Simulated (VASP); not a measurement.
Set up this calculation in VASP 6.6.1, as the native input.

```yaml
Task: single point
Functional: PBE
Potentials_or_basis: VASP PAW PBE potentials, release 64 (Cs_sv, I)
Cutoff: 500 eV
k_mesh: 8 × 8 × 8
Occupations: gaussian, width 0.05 eV
Spin: no spin polarisation
Dipole_correction: no
Further_INCAR_settings: ALGO = Normal; EDIFF = 1e-06; NBANDS = 15
```

The structure of CsI lies in POSCAR:

```
CsI
1.0
    4.6024125260      0.0000000000      0.0000000000
    0.0000000000      4.6024125260      0.0000000000
    0.0000000000      0.0000000000      4.6024125260
Cs I
1 1
Direct
    0.0000000000      0.0000000000      0.0000000000
    0.5000000000      0.5000000000      0.5000000000
```

The input as run:

INCAR

```
ALGO = Normal
EDIFF = 1E-6
ENCUT = 500
GGA = PE
GGA_COMPAT = False
ISIF = 2
ISMEAR = 0
LASPH = True
LCHARG = False
LREAL = False
LWAVE = False
NBANDS = 15
NELM = 120
PREC = Accurate
SIGMA = 0.05
```

KPOINTS

```
k-points
0
Gamma
  8 8 8
```

Potentials or basis: VASP PAW PBE potentials, release 64 (Cs_sv, I).

Launch:

```console
$ cat potpaw_PBE.64/Cs_sv/POTCAR potpaw_PBE.64/I/POTCAR > POTCAR
$ mpirun -np 1 vasp_std > vasp.out
```

Results of the run:

```json
{"Pressure": "0.5 GPa", "Band gap on the k mesh": "3.80 eV (least direct gap 3.89 eV)"}
```

Caveat: spin-orbit coupling is left out, which moves the levels of the heavy elements.

It took 54 s on 1 thread of Intel Xeon 8259CL, on a shared host, peak memory 0.23 GiB.
